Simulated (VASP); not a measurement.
# CuO (C2/c) in VASP: further runs

CuO is run at these levels: PBE; tasks: single point.

All numbers are computed with VASP 6.6.1; they aren't measurements. Logs are shortened: lines on timing, memory, paths and dates and some standing lists are left out, and cuts for length are marked.

## 1. The cell of the first run

It takes space group C2/c (No. 15, monoclinic). Conventional cell: a = 4.684 Å, b = 3.423 Å, c = 5.129 Å, α = 90.00°, β = 99.54°, γ = 90.00°. Cu (site symmetry -1) has 4 O at 1.95 to 1.96 Å within 2.6 Å. O (site symmetry 2) has 6 Cu at 1.95 to 2.78 Å and 6 O at 2.62 to 2.90 Å within 3.0 Å.

## 2. Single point, PBE

INCAR

```
ALGO = Normal ; EDIFF = 1E-6
ENCUT = 520 ; GGA = PE
ISIF = 2 ; ISMEAR = -1
LASPH = T ; LCHARG = F
LREAL = F ; LWAVE = F
NBANDS = 25 ; NELM = 60
PREC = Accurate ; SIGMA = 0.1
```

KPOINTS

```
k-points
0
Gamma
  9 9 5
```

POSCAR

```
CuO
1.0
    2.3418500000     -1.7113000000      0.0000000000
    2.3418500000      1.7113000000      0.0000000000
   -0.8500270000      0.0000000000      5.0578690000
Cu O
2 2
Direct
    0.0000000000      0.5000000000      0.0000000000
    0.5000000000      0.0000000000      0.5000000000
    0.5816000000      0.4184000000      0.2500000000
    0.4184000000      0.5816000000      0.7500000000
```

Potentials or basis: VASP PAW PBE potentials, release 64 (Cu, O).

Launch:

```bash
cat potpaw_PBE.64/Cu/POTCAR potpaw_PBE.64/O/POTCAR > POTCAR
mpirun -np 1 vasp_std > vasp.out
```

OUTCAR:

```text
EDIFF = 1E-6
   ENCUT = 520
   GGA = PE
   ISIF = 2
   ISMEAR = -1
   LASPH = T
   LREAL = F
   NELM = 60
   PREC = Accurate

 ion  position               nearest neighbor table
   1  0.000  0.500  0.000-   3 1.95   4 1.95   4 1.96   3 1.96
   2  0.500  0.000  0.500-   4 1.95   3 1.95   4 1.96   3 1.96
   3  0.582  0.418  0.250-   2 1.95   1 1.95   2 1.96   1 1.96
   4  0.418  0.582  0.750-   1 1.95   2 1.95   2 1.96   1 1.96

  LATTYP: Found a base centered monoclinic cell.
 ALAT       =     4.6837000000
 B/A-ratio  =     0.7307470589
 C/A-ratio  =     1.0950316075
 COS(beta)  =    -0.1657360545

  Lattice vectors:

 A1 = (   2.3418500000,  -1.7113000000,   0.0000000000)
 A2 = (   2.3418500000,   1.7113000000,   0.0000000000)
 A3 = (  -0.8500270000,   0.0000000000,   5.0578690000)

Analysis of symmetry for initial positions (statically):
=====================================================================
 Subroutine PRICEL returns:
 Original cell was already a primitive cell.

 Routine SETGRP: Setting up the symmetry group for a
 base centered monoclinic supercell.

 Subroutine GETGRP returns: Found  4 space group operations
 (whereof  2 operations were pure point group operations)
 out of a pool of  4 trial point group operations.

The static configuration has the point symmetry S_2 .
 The point group associated with its full space group is C_2h.

Analysis of symmetry for dynamics (positions and initial velocities):
=====================================================================
 Subroutine PRICEL returns:
 Original cell was already a primitive cell.

 Routine SETGRP: Setting up the symmetry group for a
 base centered monoclinic supercell.

 Subroutine GETGRP returns: Found  4 space group operations
 (whereof  2 operations were pure point group operations)
 out of a pool of  4 trial point group operations.

The dynamic configuration has the point symmetry S_2 .
 The point group associated with its full space group is C_2h.

 Subroutine INISYM returns: Found  4 space group operations
 (whereof  2 operations are pure point group operations),
 and found     1 'primitive' translations

----------------------------------------------------------------------------------------

                                     Primitive cell

  volume of cell :      40.5399

  direct lattice vectors                    reciprocal lattice vectors
     2.341850000 -1.711300000  0.000000000     0.213506416 -0.292175539  0.035881953
     2.341850000  1.711300000  0.000000000     0.213506416  0.292175539  0.035881953
    -0.850027000  0.000000000  5.057869000     0.000000000  0.000000000  0.197711724

  length of vectors
     2.900484289  2.900484289  5.128799540     0.363646875  0.363646875  0.197711724

  position of ions in fractional coordinates (direct lattice)
     1.000000000  0.500000000  0.000000000
     0.500000000  1.000000000  0.500000000
     0.581600000  0.418400000  0.250000000
     0.418400000  0.581600000  0.750000000

  ion indices of the primitive-cell ions
   primitive index   ion index
                 1           1
                 2           2
                 3           3
                 4           4

----------------------------------------------------------------------------------------

 KPOINTS: k-points

Automatic generation of k-mesh.
 Grid dimensions read from file:
 generate k-points for:    9    9    5

 Generating k-lattice:

  Cartesian coordinates                     Fractional coordinates (reciprocal lattice)
     0.023722935 -0.032463949  0.003986884     0.111111111  0.000000000  0.000000000
     0.023722935  0.032463949  0.003986884     0.000000000  0.111111111  0.000000000
     0.000000000  0.000000000  0.039542345     0.000000000  0.000000000  0.200000000

  Length of vectors
     0.040405208  0.040405208  0.039542345

  Shift w.r.t. Gamma in fractional coordinates (k-lattice)
     0.000000000  0.000000000  0.000000000

 Subroutine IBZKPT returns following result:
 ===========================================

 Found    115 irreducible k-points:

 Following reciprocal coordinates:
            Coordinates               Weight
  0.000000  0.000000  0.000000      1.000000
  0.111111 -0.000000  0.000000      4.000000
  0.222222  0.000000  0.000000      4.000000
  0.333333  0.000000  0.000000      4.000000
  0.444444  0.000000  0.000000      4.000000
  0.111111  0.111111  0.000000      2.000000
[... 16 lines left out ...]
 -0.333333  0.333333  0.000000      2.000000
  0.444444  0.444444  0.000000      2.000000
 [... further k-points ...]
   k-points           NKPTS =    115   k-points in BZ     NKDIM =    115   number of bands    NBANDS=     25
   number of dos      NEDOS =    301   number of ions     NIONS =      4
   total plane-waves  NPLWV =  23040
   dimension x,y,z NGX =    24 NGY =   24 NGZ =   40
   dimension x,y,z NGXF=    48 NGYF=   48 NGZF=   80
   ions per type =               2   2
   NGX,Y,Z   is equivalent  to a cutoff of  13.76, 13.76, 12.97 a.u.
   NGXF,Y,Z  is equivalent  to a cutoff of  27.51, 27.51, 25.93 a.u.
 SYSTEM =  unknown system
   PREC   = accura    normal or accurate (medium, high low for compatibility)
   ISTART =      0    job   : 0-new  1-cont  2-samecut
   ICHARG =      2    charge: 1-file 2-atom 10-const
   ISPIN  =      1    spin polarized calculation?
   LNONCOLLINEAR =      F non collinear calculations
   LSORBIT =      F    spin-orbit coupling
   LASPH  =      T    aspherical Exc in radial PAW
   ENCUT  =  520.0 eV  38.22 Ry    6.18 a.u.   5.39  5.39  9.54*2*pi/ulx,y,z
   NELM   =     60;   NELMIN=  2; NELMDL= -5     # of ELM steps
   EDIFF  = 0.1E-05   stopping-criterion for ELM
   LREAL  =      F    real-space projection
   EDIFFG = 0.1E-04   stopping-criterion for IOM
   NSW    =      0    number of steps for IOM
   IBRION =     -1    ionic relax: 0-MD 1-quasi-New 2-CG
   NFREE  =      0    steps in history (QN), initial steepest desc. (CG)
   ISIF   =      2    stress and relaxation
   ISYM   =      2    0-nonsym 1-usesym 2-fastsym
   POTIM  = 0.5000    time-step for ionic-motion
   TEBEG  =    0.0;   TEEND  =   0.0 temperature during run
   PSTRESS=    0.0 pullay stress
   NELECT =      34.0000    total number of electrons
   NUPDOWN=      -1.0000    fix difference up-down
   EMIN   =  10.00;   EMAX   =-10.00  energy-range for DOS
   EFERMI =   0.00;   METHOD = LEGACY
   ISMEAR =    -1;   SIGMA  =   0.10  broadening in eV -4-tet -1-fermi 0-gaus
   EFERMI_NEDOS =   21; number of points for ismear=-14 and -15
   IALGO  =     38    algorithm
   IMIX   =      4    mixing-type and parameters
     AMIX     =   0.40;   BMIX     =  1.00
     AMIX_MAG =   1.60;   BMIX_MAG =  1.00
  volume/ion in A,a.u.               =      10.13        68.39
  Fermi-wavevector in a.u.,A,eV,Ry     =   1.543856  2.917465 32.429381  2.383492
  Thomas-Fermi vector in A             =   2.649460
   LORBIT       =      0    0 simple, 1 ext, 2 COOP (PROOUT), +10 PAW based schemes
   GGA     = PE    functional components
   LHFCALC =     F    Hartree Fock is set to
   AEXX    =    0.0000 exact exchange contribution
   IVDW    =     0    specifies the selected vdW correction
   LEPSILON=     F    determine dielectric tensor
   LRPA    =     F    only Hartree local field effects (RPA)
 non-spin polarized calculation
  energy-cutoff  :      520.00
  volume of cell :       40.54
 maximum number of plane-waves:      1129
 NGX is ok and might be reduce to    24
   NGX = 11   NGY = 11   NGZ = 19

 number of electron      34.0000001 magnetization

 Free energy of the ion-electron system (eV)
  ---------------------------------------------------
  ext. energy  EPLUGINS =         0.00000000
  ---------------------------------------------------
  free energy    TOTEN  =       -19.55926333 eV

  energy without entropy =      -19.48637323  energy(sigma->0) =      -19.52281828

 E-fermi :   5.7225     XC(G=0): -11.9151

 val. band max:        5.7165416359   @ k =   0.4444   0.0000   0.0000
 cond. band min:       5.7310611728   @ k =  -0.4444   0.4444   0.4000
 fundamental gap:      0.0145195369
 Fermi energy:         5.7224505837

 k-point     1 :       0.0000    0.0000    0.0000
  band No.  band energies     occupation
      1     -14.2097      2.00000
      2     -12.8828      2.00000
      3      -2.4317      2.00000
      4       0.1592      2.00000
      5       0.5554      2.00000
      6       2.3997      2.00000
[... 17 lines left out ...]
     24      22.1232      0.00000
     25      22.4498      0.00000

 k-point     2 :       0.1111   -0.0000    0.0000
  band No.  band energies     occupation
      1     -14.1267      2.00000
      2     -12.8561      2.00000
      3      -2.2965      2.00000
      4       0.1388      2.00000
      5       0.5214      2.00000
      6       1.5195      2.00000
[... 17 lines left out ...]
     24      21.5589      0.00000
     25      22.5960      0.00000

 k-point     3 :       0.2222    0.0000    0.0000
  band No.  band energies     occupation
      1     -13.9075      2.00000
      2     -12.7880      2.00000
      3      -1.9449      2.00000
      4       0.0620      2.00000
      5       0.2164      2.00000
      6       0.5574      2.00000
[... 17 lines left out ...]
     24      20.5445      0.00000
     25      22.0984      0.00000

 k-point     4 :       0.3333    0.0000    0.0000
  band No.  band energies     occupation
      1     -13.6391      2.00000
      2     -12.7093      2.00000
      3      -1.5378      2.00000
      4      -0.8142      2.00000
      5      -0.0094      2.00000
      6       0.5335      2.00000
[... 17 lines left out ...]
     24      19.3263      0.00000
     25      21.6590      0.00000
[... 477 lines left out ...]
 k-point    22 :      -0.4444    0.3333   -0.0000
  band No.  band energies     occupation
      1     -13.0565      2.00000
      2     -12.5824      2.00000
      3      -1.3229      2.00000
      4      -0.5956      2.00000
      5      -0.2516      2.00000
      6       0.2900      2.00000
[... 17 lines left out ...]
     24      18.8189      0.00000
     25      19.3098      0.00000

 k-point    23 :      -0.3333    0.3333    0.0000
  band No.  band energies     occupation
      1     -13.1506      2.00000
      2     -12.5894      2.00000
      3      -0.9011      2.00000
      4      -0.7246      2.00000
      5      -0.4944      2.00000
      6       0.1637      2.00000
[... 17 lines left out ...]
     24      19.0725      0.00000
     25      19.1550      0.00000

 k-point    24 :       0.4444    0.4444    0.0000
  band No.  band energies     occupation
      1     -12.9779      2.00000
      2     -12.5817      2.00000
      3      -1.6051      2.00000
      4      -0.4061      2.00000
      5      -0.1587      2.00000
      6       0.3130      2.00000
[... 17 lines left out ...]
     24      18.4929      0.00000
     25      19.7297      0.00000

 [... further k-points ...]

------------------------ aborting loop because EDIFF is reached ----------------------------------------

  FORCE on cell =-STRESS in cart. coord.  units (eV):
  Direction    XX          YY          ZZ          XY          YZ          ZX
  --------------------------------------------------------------------------------------
  -------------------------------------------------------------------------------------
  Total        1.6147254      1.8640373      1.4890743      0.0000000      0.0000000     -0.2751132
  in kB       63.8155431     73.6685939     58.8496863      0.0000000      0.0000000    -10.8727443
  external PRESSURE =      65.4446078 kB  Pullay stress =       0.0000000 kB

 VOLUME and BASIS-vectors are now :
 -----------------------------------------------------------------------------
  energy-cutoff  :      520.00
  volume of cell :       40.54
      direct lattice vectors                 reciprocal lattice vectors
     2.341850000 -1.711300000  0.000000000     0.213506416 -0.292175539  0.035881953
     2.341850000  1.711300000  0.000000000     0.213506416  0.292175539  0.035881953
    -0.850027000  0.000000000  5.057869000     0.000000000  0.000000000  0.197711724

 POSITION                                       TOTAL-FORCE (eV/Angst)
 -----------------------------------------------------------------------------------
      1.17092      0.85565      0.00000         0.000000     -0.000000      0.000000
      0.74591     -0.85565      2.52893         0.000000      0.000000      0.000000
      2.12934     -0.27928      1.26447         0.000000      0.216808      0.000000
      1.70433      0.27928      3.79340        -0.000000     -0.216808      0.000000
 -----------------------------------------------------------------------------------
    total drift:                                0.000000      0.000000     -0.000000

  FREE ENERGIE OF THE ION-ELECTRON SYSTEM (eV)
  ---------------------------------------------------
  free  energy   TOTEN  =       -19.5592633274 eV

  energy  without entropy=      -19.4863732304  energy(sigma->0) =      -19.52281828
```

Wall time 2.2 min (1 thread of Intel Xeon 8259CL, shared host); peak memory 0.23 GiB.

What came out:

```yaml
Free_energy: -19.5593 eV
Pressure: 6.5 GPa
Largest_force: 0.217 eV/Å
Band_gap_on_the_k_mesh: zero (bands 17 and 18 overlap by 0.55 eV)
```

Forces on the atoms (eV/Å):
```
Cu   0.000  0.000  0.000
Cu   0.000  0.000  0.000
O    0.000  0.217  0.000
O    0.000 -0.217  0.000
```

Caveat: the cell stands under pressure; semilocal functionals often make such compounds metallic where correlation or magnetic order opens a gap, which also shifts bond lengths. With open d or f shells a metallic result of PBE can be an artefact of self-interaction; +U or a hybrid may open a gap.

## 3. Single point, PBE

INCAR

```
SYSTEM = CuO
ALGO     = Normal         ! electronic algorithm
EDIFF    = 1E-6           ! SCF threshold, eV
ENCUT    = 520            ! plane-wave cutoff, eV
GGA      = PE             ! functional
ISIF     = 2              ! what is computed and relaxed
ISMEAR   = -1             ! smearing method
LASPH    = .True.         ! aspherical terms in the spheres
LCHARG   = .False.        ! write CHGCAR
LREAL    = .False.        ! projectors in reciprocal space
LWAVE    = .False.        ! write WAVECAR
NBANDS   = 25             ! bands
NELM     = 60             ! most SCF steps
PREC     = Accurate       ! precision mode
SIGMA    = 0.1            ! smearing width, eV
```

KPOINTS

```
k-points
0
Gamma
  9 9 5
  0 0 0
```

POSCAR is that of step 2.

Potentials or basis: VASP PAW PBE potentials, release 64 (Cu, O).

Launch:

```bash
cat potpaw_PBE.64/Cu/POTCAR potpaw_PBE.64/O/POTCAR > POTCAR
mpirun -np 1 vasp_std > vasp.out
```

Run time: 2.2 min. Hardware: 1 thread of Intel Xeon 8259CL, shared host; peak memory 0.23 GiB.

The run converged. Its results:

```yaml
Free_energy: -19.5593 eV
Pressure: 6.5 GPa
Largest_force: 0.217 eV/Å
Band_gap_on_the_k_mesh: zero (bands 17 and 18 overlap by 0.55 eV)
```

Forces in eV/Å, atoms in the order of the input:
```
Cu   0.000  0.000  0.000
Cu   0.000  0.000  0.000
O    0.000  0.217  0.000
O    0.000 -0.217  0.000
```

Stress tensor (GPa, compression positive):
```
 6.38  0.00 -1.09
 0.00  7.37  0.00
-1.09  0.00  5.88
```

Levels at points of the mesh, in eV from the Fermi level:
| k point | band 14 | band 15 | band 16 | band 17 | band 18 | band 19 | band 20 | band 21 |
| --- | --- | --- | --- | --- | --- | --- | --- | --- |
| (0.00, 0.00, 0.00) | -2.24 | -2.18 | -1.68 | 0.21 | 0.94 | 1.72 | 6.05 | 8.17 |

Caveat: the cell stands under pressure; semilocal functionals often make such compounds metallic where correlation or magnetic order opens a gap, which also shifts bond lengths. With open d or f shells a metallic result of PBE can be an artefact of self-interaction; +U or a hybrid may open a gap.
